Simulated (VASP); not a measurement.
# HPbNO4 (P1) in VASP: further runs

Aim: see how the results for HPbNO4 move with the level of theory and the settings. Levels: PBE, revPBE, BLYP, PBE+D3(BJ). Tasks: single point.

Everything below comes from runs of VASP 6.6.1. Logs are shortened: lines on timing, memory, paths and dates and some standing lists are left out, and cuts for length are marked.

## 1. The cell of the first run

The typed cell holds 7 atoms: a = 3.858 Å, b = 5.535 Å, c = 6.055 Å, α = 106.62°, β = 93.97°, γ = 90.45°.

## 2. Single point, PBE

INCAR reads:

```
PREC = Accurate
ENCUT = 520
EDIFF = 1E-6
ISMEAR = -1
SIGMA = 0.05
LREAL = F
LASPH = T
NELM = 80
ALGO = Normal
ISIF = 2
LWAVE = F
LCHARG = F
GGA = PE
NBANDS = 31
```

KPOINTS reads:

```
Automatic mesh
0
Gamma
  5 4 4
```

POSCAR reads:

```
HPbNO4
1.0
    3.8540400000      0.1438400000      0.0901200000
   -0.2532000000      5.5269800000      0.1647100000
   -0.4819700000     -1.9272000000      5.7202500000
H Pb N O
1 1 1 4
Direct
    0.1091300000      0.6571800000      0.5446300000
    0.6102900000      0.5212700000      0.1510000000
    0.9158000000      0.9626300000      0.9586700000
    0.0138400000      0.1363900000      0.8808400000
    0.7239800000      0.0105700000      0.1285800000
    0.0038900000      0.7373200000      0.8704300000
    0.1192700000      0.5932400000      0.3765100000
```

Potentials or basis: VASP PAW PBE potentials, release 64 (H, Pb_d, N, O).

Launch:

```console
> cat potpaw_PBE.64/H/POTCAR potpaw_PBE.64/Pb_d/POTCAR potpaw_PBE.64/N/POTCAR potpaw_PBE.64/O/POTCAR > POTCAR
> mpirun -np 1 vasp_std > vasp.out
```

OUTCAR:

```text
PREC = Accurate
   ENCUT = 520
   EDIFF = 1E-6
   ISMEAR = -1
   LREAL = F
   LASPH = T
   NELM = 80
   ISIF = 2
   GGA = PE

 ion  position               nearest neighbor table
   1  0.109  0.657  0.545-   7 0.98
   2  0.610  0.521  0.151-   7 2.28   7 2.38   5 2.78   5 2.83   4 2.84   6 2.85
   3  0.916  0.963  0.959-   4 1.25   6 1.27   5 1.28
   4  0.014  0.136  0.881-   3 1.25   2 2.84
   5  0.724  0.011  0.129-   3 1.28   2 2.78   2 2.83
   6  0.004  0.737  0.870-   3 1.27   2 2.85
   7  0.119  0.593  0.377-   1 0.98   2 2.28   2 2.38

  LATTYP: Found a triclinic cell.
 ALAT       =     6.9506566964
 B/A-ratio  =     0.5550232440
 C/A-ratio  =     0.7963604173
 COS(alpha) =     0.0077737674
 COS(beta)  =     0.2535091708
 COS(gamma) =     0.4946358889

  Lattice vectors:

 A1 = (  -3.3720700000,   1.7833600000,  -5.8103700000)
 A2 = (  -3.8540400000,  -0.1438400000,  -0.0901200000)
 A3 = (  -0.2532000000,   5.5269800000,   0.1647100000)

Analysis of symmetry for initial positions (statically):
=====================================================================
 Subroutine PRICEL returns:
 Original cell was already a primitive cell.

 Routine SETGRP: Setting up the symmetry group for a
 triclinic supercell.

 Subroutine GETGRP returns: Found  1 space group operations
 (whereof  1 operations were pure point group operations)
 out of a pool of  2 trial point group operations.

The static configuration has the point symmetry C_1 .

Analysis of symmetry for dynamics (positions and initial velocities):
=====================================================================
 Subroutine PRICEL returns:
 Original cell was already a primitive cell.

 Routine SETGRP: Setting up the symmetry group for a
 triclinic supercell.

 Subroutine GETGRP returns: Found  1 space group operations
 (whereof  1 operations were pure point group operations)
 out of a pool of  2 trial point group operations.

The dynamic configuration has the point symmetry C_1 .

[... 92 lines left out ...]
   total plane-waves  NPLWV =  60480
   dimension x,y,z NGX =    30 NGY =   42 NGZ =   48
   dimension x,y,z NGXF=    60 NGYF=   84 NGZF=   96
   ions per type =               1   1   1   4
   NGX,Y,Z   is equivalent  to a cutoff of  12.93, 12.61, 13.18 a.u.
   NGXF,Y,Z  is equivalent  to a cutoff of  25.86, 25.23, 26.36 a.u.
 SYSTEM =  unknown system
   PREC   = accura    normal or accurate (medium, high low for compatibility)
   ISTART =      0    job   : 0-new  1-cont  2-samecut
   ICHARG =      2    charge: 1-file 2-atom 10-const
   ISPIN  =      1    spin polarized calculation?
   LNONCOLLINEAR =      F non collinear calculations
   LSORBIT =      F    spin-orbit coupling
   LASPH  =      T    aspherical Exc in radial PAW
   ENCUT  =  520.0 eV  38.22 Ry    6.18 a.u.   7.17 10.29 11.26*2*pi/ulx,y,z
   NELM   =     80;   NELMIN=  2; NELMDL= -5     # of ELM steps
   EDIFF  = 0.1E-05   stopping-criterion for ELM
   LREAL  =      F    real-space projection
   EDIFFG = 0.1E-04   stopping-criterion for IOM
   NSW    =      0    number of steps for IOM
   IBRION =     -1    ionic relax: 0-MD 1-quasi-New 2-CG
   NFREE  =      0    steps in history (QN), initial steepest desc. (CG)
   ISIF   =      2    stress and relaxation
   ISYM   =      2    0-nonsym 1-usesym 2-fastsym
   POTIM  = 0.5000    time-step for ionic-motion
   TEBEG  =    0.0;   TEEND  =   0.0 temperature during run
   PSTRESS=    0.0 pullay stress
   NELECT =      44.0000    total number of electrons
   NUPDOWN=      -1.0000    fix difference up-down
   EMIN   =  10.00;   EMAX   =-10.00  energy-range for DOS
   EFERMI =   0.00;   METHOD = LEGACY
   ISMEAR =    -1;   SIGMA  =   0.05  broadening in eV -4-tet -1-fermi 0-gaus
   EFERMI_NEDOS =   21; number of points for ismear=-14 and -15
   IALGO  =     38    algorithm
   IMIX   =      4    mixing-type and parameters
     AMIX     =   0.40;   BMIX     =  1.00
     AMIX_MAG =   1.60;   BMIX_MAG =  1.00
  volume/ion in A,a.u.               =      17.65       119.11
  Fermi-wavevector in a.u.,A,eV,Ry     =   1.160402  2.192842 18.320693  1.346533
  Thomas-Fermi vector in A             =   2.296985
   LORBIT       =      0    0 simple, 1 ext, 2 COOP (PROOUT), +10 PAW based schemes
   GGA     = PE    functional components
[... 5 lines left out ...]
 non-spin polarized calculation
  energy-cutoff  :      520.00
  volume of cell :      123.55
 maximum number of plane-waves:      3351
 NGX is ok and might be reduce to    30
   NGX = 15   NGY = 21   NGZ = 23

 number of electron      44.0000005 magnetization

 Free energy of the ion-electron system (eV)
  ---------------------------------------------------
  ext. energy  EPLUGINS =         0.00000000
  ---------------------------------------------------
  free energy    TOTEN  =       -40.40197588 eV

  energy without entropy =      -40.40197588  energy(sigma->0) =      -40.40197588

 E-fermi :   0.4183     XC(G=0):  -7.5545

 val. band max:       -0.6943447138   @ k =   0.4000   0.5000   0.5000
 cond. band min:       2.4250116941   @ k =   0.4000   0.0000   0.5000
 fundamental gap:      3.1193564079
 Fermi energy:         0.4183479963

 k-point     1 :       0.0000    0.0000    0.0000
  band No.  band energies     occupation
      1     -26.4498      2.00000
      2     -21.0428      2.00000
      3     -20.8016      2.00000
      4     -18.2161      2.00000
      5     -15.7748      2.00000
      6     -15.7510      2.00000
[... 805 lines left out ...]
     30       9.2565      0.00000
     31       9.5965      0.00000

 [... further k-points ...]
[... 5 lines left out ...]
  --------------------------------------------------------------------------------------
  -------------------------------------------------------------------------------------
  Total        0.1630102      0.6315621      0.3707491      0.0304112      0.0153207     -0.3216938
  in kB        2.1138471      8.1898310      4.8077184      0.3943600      0.1986728     -4.1715901
  external PRESSURE =       5.0371322 kB  Pullay stress =       0.0000000 kB

 VOLUME and BASIS-vectors are now :
 -----------------------------------------------------------------------------
  energy-cutoff  :      520.00
  volume of cell :      123.55
      direct lattice vectors                 reciprocal lattice vectors
     3.854040000  0.143840000  0.090120000     0.258457951  0.011080161  0.025509840
    -0.253200000  5.526980000  0.164710000    -0.008065233  0.178786348  0.059555063
    -0.481970000 -1.927200000  5.720250000    -0.003839658 -0.005322572  0.172700798

 POSITION                                       TOTAL-FORCE (eV/Angst)
 -----------------------------------------------------------------------------------
     -0.00830      2.59831      3.23350        -0.009977     -0.002211      0.099074
      2.14732      2.67783      1.00462        -0.016606     -0.000877     -0.017572
      2.82374      3.60462      5.72492        -0.015589     -0.045722      0.019432
     -0.40573     -0.94174      5.06234         0.125987      0.380868     -0.131691
      2.72560     -0.08524      0.80250        -0.231336     -0.025988      0.261849
     -0.59122      2.39822      5.10087         0.126919     -0.306936     -0.154408
      0.12800      2.57037      2.26219         0.020603      0.000866     -0.076684
 -----------------------------------------------------------------------------------
    total drift:                               -0.000608     -0.000391      0.000924

  FREE ENERGIE OF THE ION-ELECTRON SYSTEM (eV)
  ---------------------------------------------------
  free  energy   TOTEN  =       -40.4019758790 eV

  energy  without entropy=      -40.4019758790  energy(sigma->0) =      -40.40197588
```

OSZICAR:

```text
N       E                     dE             d eps       ncg     rms          rms(c)
DAV:   1     0.453185884329E+03    0.45319E+03   -0.21145E+04  2604   0.139E+03
DAV:   2     0.136743511114E+02   -0.43951E+03   -0.40949E+03  2908   0.384E+02
DAV:   3    -0.431518121634E+02   -0.56826E+02   -0.55472E+02  3307   0.151E+02
DAV:   4    -0.453363095993E+02   -0.21845E+01   -0.21773E+01  3229   0.335E+01
DAV:   5    -0.454226195626E+02   -0.86310E-01   -0.86288E-01  3531   0.621E+00    0.148E+01
DAV:   6    -0.404816600288E+02    0.49410E+01   -0.18329E+01  3978   0.309E+01    0.576E+00
DAV:   7    -0.404507482992E+02    0.30912E-01   -0.20137E+00  2772   0.830E+00    0.358E+00
DAV:   8    -0.404165737773E+02    0.34175E-01   -0.47132E-01  3432   0.467E+00    0.113E+00
DAV:   9    -0.403999804527E+02    0.16593E-01   -0.77762E-02  4034   0.216E+00    0.398E-01
DAV:  10    -0.404017042303E+02   -0.17238E-02   -0.16009E-02  3157   0.762E-01    0.219E-01
DAV:  11    -0.404018840385E+02   -0.17981E-03   -0.24001E-03  3746   0.436E-01    0.646E-02
DAV:  12    -0.404019620481E+02   -0.78010E-04   -0.37383E-04  3479   0.137E-01    0.219E-02
DAV:  13    -0.404019759965E+02   -0.13948E-04   -0.49418E-05  3074   0.477E-02    0.104E-02
DAV:  14    -0.404019763435E+02   -0.34696E-06   -0.11113E-05  3688   0.238E-02    0.697E-03
DAV:  15    -0.404019758790E+02    0.46444E-06   -0.16443E-06  2394   0.996E-03
   1 F= -.40401976E+02 E0= -.40401976E+02  d E =-.313768E-10
```

stdout:

```text
POSCAR found type information on POSCAR H PbN O
 POSCAR found :  4 types and       7 ions
 scaLAPACK will be used
 LDA part: xc-table for (Slater+PW92), standard interpolation
 POSCAR, INCAR and KPOINTS ok, starting setup
 FFT: planning ... GRIDC
 FFT: planning ... GRID_SOFT
 FFT: planning ... GRID
 WAVECAR not read
 entering main loop
```

Wall time 2.9 min (1 thread of Intel Xeon Platinum 8488C (Sapphire Rapids), shared host); peak memory 0.33 GiB.

What came out:

| Quantity | Value |
| --- | --- |
| Free energy | -40.4020 eV |
| Pressure | 0.5 GPa |
| Largest force | 0.422 eV/Å |
| Band gap on the k mesh | 3.12 eV, indirect (least direct gap 3.19 eV) |

Forces in eV/Å, atoms in the order of the input:
```
H   -0.010 -0.002  0.099
Pb  -0.017 -0.001 -0.018
N   -0.016 -0.046  0.019
O    0.126  0.381 -0.132
O   -0.231 -0.026  0.262
O    0.127 -0.307 -0.154
O    0.021  0.001 -0.077
```

Stress tensor (GPa, compression positive):
```
 0.21  0.04 -0.42
 0.04  0.82  0.02
-0.42  0.02  0.48
```

Levels at points of the mesh, in eV from the valence-band top:
```csv
k point,band 19,band 20,band 21,band 22,band 23,band 24,band 25,band 26
"(0.00, 0.00, 0.00)",-1.72,-1.49,-0.70,-0.43,3.45,4.36,5.82,5.99
"(0.00, 0.50, 0.00)",-1.50,-1.15,-0.88,-0.59,3.51,4.32,4.67,7.51
"(0.00, 0.00, 0.50)",-1.53,-1.29,-0.74,-0.41,3.27,3.80,5.80,7.16
"(0.00, 0.50, 0.50)",-1.56,-1.03,-0.85,-0.57,3.48,4.04,4.67,7.46
```

Caveat: the standard files for N, O and F lose accuracy on very short bonds; spin-orbit coupling is left out, which moves the levels of the heavy elements. A k mesh can miss the band edges.

(Continued in part 2 of 3.)
